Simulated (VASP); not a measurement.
## NaSn4Hg5: single point with PBE

The system is NaSn4Hg5.

```
Na Hg Sn
1.0
     5.98106    0.63964   -0.89083
    -2.59910    7.05186    1.20564
    -0.43519   -0.35934    7.22320
Na Hg Sn
1 5 4
Direct
  0.98373 0.53912 0.70497
  0.24265 0.96612 0.58009
  0.39978 0.38884 0.57559
  0.39931 0.79971 0.99010
  0.26169 0.31233 0.14445
  0.57818 0.79659 0.42755
  0.00503 0.64374 0.22925
  0.93772 0.95235 0.88842
  0.87856 0.20359 0.40213
  0.64202 0.21882 0.96262
```

```yaml
Program: VASP 6.6.1
Task: single point
Functional: PBE
Potentials_or_basis: VASP PAW PBE potentials, release 64 (Na_pv, Hg, Sn_d)
Cutoff: 520 eV
k_mesh: 3 × 2 × 2
Occupations: fermi-dirac, width 0.1 eV
Spin: no spin polarisation
```

| Item | Value |
| --- | --- |
| Pressure | -2.2 GPa |
| Largest force | 0.453 eV/Å |
| Band gap on the k mesh | zero (an odd number of electrons rules out a gap without spin polarisation) |

Forces in eV/Å, atoms in the order of the input:
```
Na  -0.027 -0.010  0.057
Hg   0.006 -0.143 -0.334
Hg   0.167  0.175  0.171
Hg   0.305 -0.052  0.193
Hg   0.157 -0.094 -0.313
Hg   0.111  0.016  0.168
Sn  -0.164 -0.035 -0.201
Sn  -0.391 -0.001  0.103
Sn  -0.166 -0.077 -0.240
Sn   0.003  0.221  0.396
```

Stress tensor (GPa, compression positive):
```
-2.95  0.03  0.10
 0.03 -1.88 -0.08
 0.10 -0.08 -1.70
```

Levels at points of the mesh, in eV from the Fermi level:
```csv
k point,band 60,band 61,band 62,band 63,band 64,band 65
"(0.00, 0.00, 0.00)",-0.85,-0.73,-0.43,0.06,0.44,0.95
"(0.00, 0.50, 0.00)",-0.85,-0.61,-0.29,0.35,0.54,1.08
"(0.00, 0.00, 0.50)",-1.09,-0.79,-0.48,0.46,0.90,1.33
"(0.00, 0.50, 0.50)",-0.59,-0.46,-0.03,0.29,0.46,0.79
```

Wall time 5.1 min on 1 thread of Intel(R) Xeon(R) Platinum 8259CL CPU @ 2.50GHz (Skylake/Cascade Lake) (shared host), peak memory 0.46 GiB.

Caveat: the k points lie up to 0.45 Å⁻¹ apart, too coarse for converged energies and pressures of a metal; spin-orbit coupling is left out, which moves the levels of the heavy elements.
